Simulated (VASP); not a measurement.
# AgCl: single point with r2SCAN

The system is AgCl.

```
CELL_PARAMETERS angstrom
-2.14824 2.14824 3.01181
2.14824 -2.14824 3.01181
2.14824 2.14824 -3.01181
ATOMIC_POSITIONS crystal
Ag 0.00000 0.00000 0.00000
Cl 0.25000 0.75000 0.50000
```

```
Program                : VASP 6.6.1
Task                   : single point
Functional             : r2SCAN
Potentials or basis    : VASP PAW PBE potentials, release 64 (Ag, Cl)
Cutoff                 : 520 eV
k mesh                 : 10 × 10 × 10
Occupations            : gaussian, width 0.02 eV
Spin                   : no spin polarisation
Dipole correction      : no
Further INCAR settings : ALGO = Normal; EDIFF = 1e-06; NBANDS = 16
```

* Pressure: -1.2 GPa
* Band gap on the k mesh: 1.64 eV, direct

Levels at points of the mesh, in eV from the valence-band top:
| k point | band 7 | band 8 | band 9 | band 10 | band 11 | band 12 |
| --- | --- | --- | --- | --- | --- | --- |
| (0.00, 0.00, 0.00) | -0.01 | -0.01 | 0.00 | 1.64 | 8.69 | 8.69 |
| (0.50, 0.00, 0.00) | -1.88 | -0.55 | -0.55 | 4.20 | 6.93 | 8.92 |
| (0.50, 0.50, 0.00) | -1.62 | -1.30 | -1.27 | 5.14 | 5.88 | 8.89 |
| (0.50, 0.50, 0.50) | -1.60 | -1.29 | -1.29 | 5.13 | 5.85 | 8.95 |

Run time: 3.8 min on 1 thread of Intel(R) Xeon(R) Platinum 8259CL CPU @ 2.50GHz (Skylake/Cascade Lake) (shared host), peak memory 0.24 GiB.

Caveat: the PAW data sets were made with another functional, which shifts forces and pressure a little. r2SCAN opens gaps a little over a GGA but as a rule still falls short of measured ones.
